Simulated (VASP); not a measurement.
Set up this calculation in VASP 6.6.1, as the native input.

* Task: single point
* Functional: LDA
* Potentials or basis: VASP PAW LDA potentials, release 64 (Sn_d)
* Cutoff: 520 eV
* k mesh: 10 × 10 × 10
* Occupations: fermi-dirac, width 0.05 eV
* Spin: no spin polarisation
* Dipole correction: no
* Further INCAR settings: ALGO = Normal; EDIFF = 1e-07; NBANDS = 13

The structure of Sn lies in POSCAR:

```
Sn
1.0
   -1.8946518192      1.8946518192      1.8946518192
    1.8946518192     -1.8946518192      1.8946518192
    1.8946518192      1.8946518192     -1.8946518192
Sn
1
Direct
    0.0000000000      0.0000000000      0.0000000000
```

These files were run (other wordings do the same):

INCAR

```
SYSTEM = Sn
PREC = Accurate
ENCUT = 520
EDIFF = 1E-7
ISMEAR = -1
SIGMA = 0.05
LREAL = .FALSE.
LASPH = .TRUE.
NELM = 80
ALGO = Normal
ISIF = 2
LWAVE = .FALSE.
LCHARG = .FALSE.
GGA = CA
NBANDS = 13
```

KPOINTS

```
Automatic mesh
0
G
  10 10 10
  0 0 0
```

Potentials or basis: VASP PAW LDA potentials, release 64 (Sn_d).

Launch:

```sh
$ cat potpaw_LDA.64/Sn_d/POTCAR > POTCAR
$ mpirun -np 1 vasp_std > vasp.out
```

Results of the run:

The pressure is -3.5 GPa and the band gap on the k mesh is zero (band 7 reaches 15.62 eV, above the bottom of band 8 at 5.56 eV).

Caveat: spin-orbit coupling is left out, which moves the levels of the heavy elements.

Wall time 23 s on 1 thread of AMD EPYC 7R13, on a shared host, peak memory 0.1 GiB.
